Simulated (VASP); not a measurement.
# Si (a cell with a defect) in VASP: single point with PBE

Aim: the single point of Si (a cell with a defect) with PBE.

Program: VASP 6.6.1. These are calculated values, not measurements. Logs are shortened: lines on timing, memory, paths and dates and some standing lists are left out, and cuts for length are marked.

## (1) The cell of the first run

The cell holds a defect, 31 atoms: a = 7.590 Å, b = 7.590 Å, c = 12.710 Å, α = 90.00°, β = 90.00°, γ = 120.00°.

## (2) Single point, PBE, collinear spin

Input file INCAR:

```
SYSTEM = Si
PREC = Accurate
ENCUT = 520
EDIFF = 1E-6
ISMEAR = 0
SIGMA = 0.05
LREAL = Auto
LASPH = .True.
NELM = 150
ALGO = Normal
ISIF = 2
LWAVE = .False.
LCHARG = .False.
ISPIN = 2
MAGMOM = 0 0 0 0 0 0 0 0 0 0 0 0.5 0 0 0 0.5 0.5 0 0.5 0 0 0 0 0 0 0 0 0 0 0 0
LORBIT = 11
GGA = PE
NBANDS = 87
```

Input file KPOINTS:

```
Automatic mesh
0
Gamma
  3 3 1
  0 0 0
```

Input file POSCAR:

```
Si
1.0
    7.5896000000      0.0000000000      0.0000000000
   -3.7948000000      6.5727860000      0.0000000000
    0.0000000000      0.0000000000     12.7099000000
Si
31
Direct
    0.0041827407      0.5024642886      0.4065046538
    0.4974641280     -0.0042258896      0.4064381184
    0.4975517752      0.5025208774      0.4065003226
   -0.0002001188      0.0004756013      0.9079939758
   -0.0016338646      0.4996689109      0.9067422312
    0.5004930227      0.0018358643      0.9066950742
    0.5004688957      0.4996727034      0.9067246559
   -0.0003579008     -0.0000858956      0.0934102669
    0.0010980490      0.5005548140      0.0967496636
    0.4992074569     -0.0010186432      0.0966001680
    0.4987723959      0.5006735121      0.0967733519
    0.0001538019      0.0018447621      0.5548326853
   -0.0014753997      0.5003516624      0.5911514345
    0.5003700790      0.0019144268      0.5911008382
    0.5007707224      0.5002706744      0.5911409917
    0.1504656995      0.3016648280      0.3573915738
    0.1509877870      0.8488421829      0.3564196364
    0.6664022922      0.3335777897      0.3472050465
    0.6974656153      0.8490387037      0.3566934544
    0.3291281931      0.1651239284      0.8390769808
    0.3331074667      0.6670917872      0.8433118573
    0.8350968161      0.1651496668      0.8391069283
    0.8351674651      0.6711825990      0.8390722817
    0.1639714054      0.3286234845      0.1644812803
    0.1643859448      0.8354589179      0.1639992267
    0.6663988963      0.3335842715      0.1592941449
    0.6705815224      0.8355555153      0.1641293369
    0.3211030284      0.1614872981      0.6469203791
    0.3331741169      0.6673340978      0.6555059245
    0.8391545533      0.1615909329      0.6470037179
    0.8396348664      0.6803599603      0.6467848835
```

Potentials or basis: VASP PAW PBE potentials, release 64 (Si).

On the command line:

```sh
$ cat potpaw_PBE.64/Si/POTCAR > POTCAR
$ mpirun -np 1 vasp_std > vasp.out
```

OUTCAR:

```text
SYSTEM = Si
   PREC = Accurate
   ENCUT = 520
   EDIFF = 1E-6
   ISMEAR = 0
   LREAL = Auto
   LASPH = .True.
   NELM = 150
   ISIF = 2
   ISPIN = 2
   LORBIT = 11
   GGA = PE

 ion  position               nearest neighbor table
   1  0.004  0.502  0.407-  18 2.34  13 2.35  17 2.37  16 2.37
   2  0.497  0.996  0.406-  18 2.34  14 2.35  17 2.37  19 2.37
   3  0.498  0.503  0.407-  18 2.34  15 2.35  19 2.37  16 2.37
   4  1.000  0.000  0.908-  23 2.33  20 2.34  22 2.34   8 2.36
   5  0.998  0.500  0.907-  21 2.34  22 2.36  23 2.36   9 2.42
   6  0.500  0.002  0.907-  21 2.34  22 2.36  20 2.36  10 2.41
   7  0.500  0.500  0.907-  21 2.34  20 2.36  23 2.36  11 2.42
   8  1.000  1.000  0.093-  24 2.34  27 2.34  25 2.34   4 2.36
   9  0.001  0.501  0.097-  26 2.34  25 2.36  24 2.36   5 2.42
  10  0.499  0.999  0.097-  26 2.34  25 2.36  27 2.36   6 2.41
  11  0.499  0.501  0.097-  26 2.34  27 2.36  24 2.36   7 2.42
  12  0.000  0.002  0.555-  30 2.41  28 2.41  31 2.41
  13  0.999  0.500  0.591-  30 2.34  31 2.34  29 2.35   1 2.35
  14  0.500  0.002  0.591-  30 2.34  28 2.34  29 2.35   2 2.35
  15  0.501  0.500  0.591-  28 2.34  31 2.34  29 2.35   3 2.35
  16  0.150  0.302  0.357-   1 2.37   3 2.37  24 2.46
  17  0.151  0.849  0.356-   1 2.37   2 2.37  25 2.45
  18  0.666  0.334  0.347-   2 2.34   1 2.34   3 2.34  26 2.39
  19  0.697  0.849  0.357-   3 2.37   2 2.37  27 2.45
  20  0.329  0.165  0.839-   4 2.34   7 2.36   6 2.36  28 2.44
  21  0.333  0.667  0.843-   6 2.34   5 2.34   7 2.34  29 2.39
  22  0.835  0.165  0.839-   4 2.34   5 2.36   6 2.36  30 2.44
  23  0.835  0.671  0.839-   4 2.33   7 2.36   5 2.36  31 2.44
  24  0.164  0.329  0.164-   8 2.34  11 2.36   9 2.36  16 2.46
  25  0.164  0.835  0.164-   8 2.34   9 2.36  10 2.36  17 2.45
  26  0.666  0.334  0.159-  11 2.34   9 2.34  10 2.34  18 2.39
  27  0.671  0.836  0.164-   8 2.34  11 2.36  10 2.36  19 2.45
  28  0.321  0.161  0.647-  15 2.34  14 2.34  12 2.41  20 2.44
  29  0.333  0.667  0.656-  14 2.35  13 2.35  15 2.35  21 2.39
  30  0.839  0.162  0.647-  13 2.34  14 2.34  12 2.41  22 2.44
  31  0.840  0.680  0.647-  15 2.34  13 2.34  12 2.41  23 2.44

  LATTYP: Found a hexagonal cell.
 ALAT       =     7.5896000000
 C/A-ratio  =     1.6746468852

  Lattice vectors:

 A1 = (   7.5896000000,   0.0000000000,   0.0000000000)
 A2 = (  -3.7948000000,   6.5727860000,   0.0000000000)
 A3 = (   0.0000000000,   0.0000000000,  12.7099000000)

Analysis of symmetry for initial positions (statically):
=====================================================================
 Subroutine PRICEL returns:
 Original cell was already a primitive cell.

 Routine SETGRP: Setting up the symmetry group for a
 hexagonal supercell.

 Subroutine GETGRP returns: Found  1 space group operations
 (whereof  1 operations were pure point group operations)
 out of a pool of 24 trial point group operations.

The static configuration has the point symmetry C_1 .

Analysis of symmetry for dynamics (positions and initial velocities):
=====================================================================
 Subroutine PRICEL returns:
 Original cell was already a primitive cell.

 Routine SETGRP: Setting up the symmetry group for a
 hexagonal supercell.

 Subroutine GETGRP returns: Found  1 space group operations
 (whereof  1 operations were pure point group operations)
 out of a pool of 24 trial point group operations.

The dynamic configuration has the point symmetry C_1 .

Analysis of structural, dynamic, and magnetic symmetry:
=====================================================================
 Subroutine PRICEL returns:
 Original cell was already a primitive cell.

 Routine SETGRP: Setting up the symmetry group for a
 hexagonal supercell.

 Subroutine GETGRP returns: Found  1 space group operations
 (whereof  1 operations were pure point group operations)
 out of a pool of 24 trial point group operations.

The overall configuration has the point symmetry C_1 .

 Subroutine INISYM returns: Found  1 space group operations
 (whereof  1 operations are pure point group operations),
 and found     1 'primitive' translations

----------------------------------------------------------------------------------------

                                     Primitive cell

  volume of cell :     634.0310

  direct lattice vectors                    reciprocal lattice vectors
     7.589600000  0.000000000  0.000000000     0.131759249  0.076071243  0.000000000
[... 96 lines left out ...]

 Found      5 irreducible k-points:

 Following reciprocal coordinates:
            Coordinates               Weight
  0.000000  0.000000  0.000000      1.000000
  0.333333  0.000000  0.000000      2.000000
  0.000000  0.333333  0.000000      2.000000
 -0.333333  0.333333  0.000000      2.000000
  0.333333  0.333333  0.000000      2.000000
   k-points           NKPTS =      5   k-points in BZ     NKDIM =      5   number of bands    NBANDS=     87
   number of dos      NEDOS =    301   number of ions     NIONS =     31
   total plane-waves  NPLWV = 301056
   dimension x,y,z NGX =    56 NGY =   56 NGZ =   96
   dimension x,y,z NGXF=   112 NGYF=  112 NGZF=  192
   ions per type =              31
   NGX,Y,Z   is equivalent  to a cutoff of  12.27, 12.27, 12.56 a.u.
   NGXF,Y,Z  is equivalent  to a cutoff of  24.53, 24.53, 25.11 a.u.
 SYSTEM =  Si
   PREC   = accura    normal or accurate (medium, high low for compatibility)
   ISTART =      0    job   : 0-new  1-cont  2-samecut
   ICHARG =      2    charge: 1-file 2-atom 10-const
   ISPIN  =      2    spin polarized calculation?
   LNONCOLLINEAR =      F non collinear calculations
   LSORBIT =      F    spin-orbit coupling
   LASPH  =      T    aspherical Exc in radial PAW
   ENCUT  =  520.0 eV  38.22 Ry    6.18 a.u.  14.11 14.11 23.63*2*pi/ulx,y,z
   NELM   =    150;   NELMIN=  2; NELMDL= -5     # of ELM steps
   EDIFF  = 0.1E-05   stopping-criterion for ELM
   LREAL  =      T    real-space projection
   EDIFFG = 0.1E-04   stopping-criterion for IOM
   NSW    =      0    number of steps for IOM
   IBRION =     -1    ionic relax: 0-MD 1-quasi-New 2-CG
   NFREE  =      0    steps in history (QN), initial steepest desc. (CG)
   ISIF   =      2    stress and relaxation
   ISYM   =      2    0-nonsym 1-usesym 2-fastsym
   POTIM  = 0.5000    time-step for ionic-motion
   TEBEG  =    0.0;   TEEND  =   0.0 temperature during run
   PSTRESS=    0.0 pullay stress
   NELECT =     124.0000    total number of electrons
   NUPDOWN=      -1.0000    fix difference up-down
   EMIN   =  10.00;   EMAX   =-10.00  energy-range for DOS
   EFERMI =   0.00;   METHOD = LEGACY
   ISMEAR =     0;   SIGMA  =   0.05  broadening in eV -4-tet -1-fermi 0-gaus
   EFERMI_NEDOS =   21; number of points for ismear=-14 and -15
   IALGO  =     38    algorithm
   IMIX   =      4    mixing-type and parameters
     AMIX     =   0.40;   BMIX     =  1.00
     AMIX_MAG =   1.60;   BMIX_MAG =  1.00
  volume/ion in A,a.u.               =      20.45       138.02
  Fermi-wavevector in a.u.,A,eV,Ry     =   0.950266  1.795742 12.286137  0.903006
  Thomas-Fermi vector in A             =   2.078627
   LORBIT       =     11    0 simple, 1 ext, 2 COOP (PROOUT), +10 PAW based schemes
   GGA     = PE    functional components
   LHFCALC =     F    Hartree Fock is set to
   AEXX    =    0.0000 exact exchange contribution
   IVDW    =     0    specifies the selected vdW correction
   LEPSILON=     F    determine dielectric tensor
   LRPA    =     F    only Hartree local field effects (RPA)
 spin polarized calculation
 Gauss-broadening in eV      SIGMA  =   0.05
  energy-cutoff  :      520.00
  volume of cell :      634.03
 maximum number of plane-waves:     17112
   NGX = 29   NGY = 29   NGZ = 47

 number of electron     124.0000002 magnetization       0.0005343

 Free energy of the ion-electron system (eV)
  ---------------------------------------------------
  ext. energy  EPLUGINS =         0.00000000
  ---------------------------------------------------
  free energy    TOTEN  =      -164.57352958 eV

  energy without entropy =     -164.56724236  energy(sigma->0) =     -164.57038597

 E-fermi :   5.5435     XC(G=0):  -9.3700

 val. band max:        5.5423115349   @ k =   0.0000   0.0000   0.0000
 cond. band min:       5.5446169819   @ k =   0.0000   0.0000   0.0000
 fundamental gap:      0.0023054469
 Fermi energy:         5.5434980455

 spin component 1

 k-point     1 :       0.0000    0.0000    0.0000
  band No.  band energies     occupation
      1      -6.2462      1.00000
      2      -5.5303      1.00000
      3      -5.3826      1.00000
      4      -4.0120      1.00000
      5      -3.9579      1.00000
      6      -3.9551      1.00000
[... 374 lines left out ...]
     73       8.5671      0.00000
     74       8.5790      0.00000
 Fermi energy:         5.5434980455

 spin component 2

 k-point     1 :       0.0000    0.0000    0.0000
  band No.  band energies     occupation
      1      -6.2462      1.00000
      2      -5.5303      1.00000
      3      -5.3826      1.00000
      4      -4.0119      1.00000
      5      -3.9579      1.00000
      6      -3.9551      1.00000
[... 374 lines left out ...]
     73       8.5671      0.00000
     74       8.5790      0.00000
 [bands above 74 left out]

------------------------ aborting loop because EDIFF is reached ----------------------------------------

  FORCE on cell =-STRESS in cart. coord.  units (eV):
  Direction    XX          YY          ZZ          XY          YZ          ZX
  --------------------------------------------------------------------------------------
  -------------------------------------------------------------------------------------
  Total        6.1213017      6.1418486    -16.2908092      0.0111163      0.1502436     -0.0414784
  in kB       15.4683452     15.5202666    -41.1663846      0.0280907      0.3796611     -0.1048148
  external PRESSURE =      -3.3925909 kB  Pullay stress =       0.0000000 kB

 VOLUME and BASIS-vectors are now :
 -----------------------------------------------------------------------------
  energy-cutoff  :      520.00
  volume of cell :      634.03
      direct lattice vectors                 reciprocal lattice vectors
     7.589600000  0.000000000  0.000000000     0.131759249  0.076071243  0.000000000
    -3.794800000  6.572786000  0.000000000     0.000000000  0.152142486  0.000000000
     0.000000000  0.000000000 12.709900000     0.000000000  0.000000000  0.078678825

 POSITION                                       TOTAL-FORCE (eV/Angst)
 -----------------------------------------------------------------------------------
     -1.87501      3.30259      5.16663         0.000851      0.000391      0.002619
     -0.00321      6.54501      5.16579         0.002185     -0.000852      0.003425
      1.86925      3.30296      5.16658        -0.001928     -0.002295      0.002981
      7.58628      0.00313     11.54051         0.001153     -0.001624     -0.000537
      5.68106      3.28422     11.52460         0.003427      0.002097      0.003093
      3.79158      0.01207     11.52400        -0.000362     -0.004003      0.003298
[... 23 lines left out ...]
      5.75564      1.06210      8.22335        -0.001576     -0.000115     -0.001722
      3.79066      4.47186      8.22057         0.000263     -0.003433      0.000908
 -----------------------------------------------------------------------------------
    total drift:                                0.008032     -0.010992     -0.010018

  FREE ENERGIE OF THE ION-ELECTRON SYSTEM (eV)
  ---------------------------------------------------
  free  energy   TOTEN  =      -164.5735295837 eV

  energy  without entropy=     -164.5672423595  energy(sigma->0) =     -164.57038597

 total charge

# of ion       s       p       d       tot
------------------------------------------
    1        0.759   0.918   0.000   1.678
    2        0.759   0.918   0.000   1.678
    3        0.759   0.918   0.000   1.678
    4        0.749   0.950   0.000   1.699
    5        0.753   0.921   0.000   1.674
    6        0.753   0.922   0.000   1.674
[... 23 lines left out ...]
   30        0.761   0.907   0.000   1.668
   31        0.761   0.906   0.000   1.667
--------------------------------------------------
tot         23.582  28.153   0.000  51.735

 magnetization (x)

# of ion       s       p       d       tot
------------------------------------------
    1       -0.000   0.000   0.000   0.000
    2       -0.000   0.000   0.000   0.000
    3       -0.000   0.000   0.000   0.000
    4        0.000  -0.000   0.000  -0.000
    5        0.000  -0.000   0.000  -0.000
    6        0.000  -0.000   0.000  -0.000
[... 23 lines left out ...]
   30       -0.000  -0.000   0.000  -0.000
   31       -0.000  -0.000   0.000  -0.000
--------------------------------------------------
tot          0.000   0.000   0.000   0.000
```

Wall time 14 min (1 thread of Oxide Virtual Turin-like, shared host); peak memory 0.97 GiB.

Results:

```yaml
Free_energy: -164.5735 eV
Pressure: -0.3 GPa
Largest_force: 0.014 eV/Å
Band_gap_on_the_k_mesh: zero (filled and empty bands overlap)
Net_moment: 0.00 μB per cell
Valence_electrons_inside_the_program's_atomic_spheres: Si 1.68, 1.70, 1.67, 1.69, 1.56, 1.60, 1.61 (each value once)
```

Forces on the atoms (eV/Å):
```
Si   0.001  0.000  0.003
Si   0.002 -0.001  0.003
Si  -0.002 -0.002  0.003
Si   0.001 -0.002 -0.001
Si   0.003  0.002  0.003
Si   0.000 -0.004  0.003
Si  -0.004  0.003  0.004
Si   0.001  0.000  0.005
Si  -0.001  0.000  0.000
Si  -0.001 -0.001  0.000
Si   0.000  0.000 -0.001
Si   0.000 -0.001  0.005
Si  -0.003 -0.001  0.003
Si  -0.001  0.003  0.004
Si   0.004 -0.001  0.006
Si   0.001  0.012 -0.007
Si   0.007 -0.005 -0.001
Si   0.000 -0.001  0.001
Si  -0.011 -0.002 -0.002
Si   0.005  0.004 -0.004
Si   0.001  0.000 -0.008
Si  -0.004  0.003 -0.003
Si  -0.001 -0.005 -0.005
Si  -0.002 -0.001 -0.002
Si  -0.002  0.001 -0.005
Si   0.001  0.000  0.004
Si   0.002  0.001 -0.004
Si   0.005  0.000  0.000
Si   0.000  0.000 -0.004
Si  -0.002  0.000 -0.002
Si   0.000 -0.003  0.001
```

Levels at points of the mesh, in eV from the Fermi level:
Spin up:
```tsv
k point	band 58	band 59	band 60	band 61	band 62	band 63	band 64	band 65	band 66	band 67
(0.00, 0.00, 0.00)	-0.42	-0.42	0.00	0.00	0.56	0.84	0.85	0.94	0.94	1.12
```
Spin down:
| k point | band 58 | band 59 | band 60 | band 61 | band 62 | band 63 | band 64 | band 65 | band 66 | band 67 |
| --- | --- | --- | --- | --- | --- | --- | --- | --- | --- | --- |
| (0.00, 0.00, 0.00) | -0.42 | -0.42 | 0.00 | 0.00 | 0.56 | 0.84 | 0.85 | 0.94 | 0.94 | 1.12 |

Caveat: the k points lie up to 0.49 Å⁻¹ apart, too coarse for converged energies and pressures of a metal.
